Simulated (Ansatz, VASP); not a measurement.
**One calculation of InAs, two programs**

The input INCAR:

```
SYSTEM = InAs
PREC = Accurate
ENCUT = 520
EDIFF = 1E-6
ISMEAR = 0
SIGMA = 0.15
LREAL = .False.
LASPH = .True.
NELM = 60
ALGO = Normal
ISIF = 2
LWAVE = .False.
LCHARG = .False.
GGA = PE
NBANDS = 16
```

Contents of KPOINTS:

```
regular mesh
0
Gamma
  16 16 16
  0 0 0
```

POSCAR

```
InAs
1.0
    0.0000000000      3.1861810476      3.1861810476
    3.1861810476      0.0000000000      3.1861810476
    3.1861810476      3.1861810476      0.0000000000
In As
1 1
Direct
    0.0000000000      0.0000000000      0.0000000000
    0.7500000000      0.7500000000      0.7500000000
```

Input for Ansatz:

```yaml
crystal:
  lattice:
    - [0.0, 3.1861810476, 3.1861810476]
    - [3.1861810476, 0.0, 3.1861810476]
    - [3.1861810476, 3.1861810476, 0.0]
  atoms:
    - { symbol: In, position: [0.0, 0.0, 0.0] }
    - { symbol: As, position: [0.75, 0.75, 0.75] }
basis:
  ecutwfc: 420
kpoints:
  mp_grid: { grid: [16, 16, 16] }
hamiltonian:
  xc: pbe
scf:
  occupations: { method: gaussian, width: 0.15 }
output:
  forces: true
  stress: true
  eigenvalues: true
```

Change from the starting cell: strain +0.030 along x and y, +0.030 along z, atoms carried along.

Alike in both runs: task single point; functional PBE; k mesh 16 × 16 × 16; occupations gaussian, width 0.15 eV; no spin polarisation.

```csv
,VASP,Ansatz
version,VASP 6.6.1,Ansatz 0.2.0
potentials or method,"VASP PAW PBE potentials, release 64 (In_d, As), cutoff 520 eV","scalar-relativistic, plane waves, PAW"
valence electrons in the cell,18,28
```

```tsv
	VASP	Ansatz	Ansatz less VASP
gap on the k mesh at the Fermi level (eV)	none	none	-
pressure (GPa)	-3.5	-3.5	-0.02
```

A gap of «none» marks a metal or a gap that the smearing closes. VASP's potentials hold 18 valence electrons a cell and Ansatz's 28, so a difference there can come from the potentials and not from the codes.
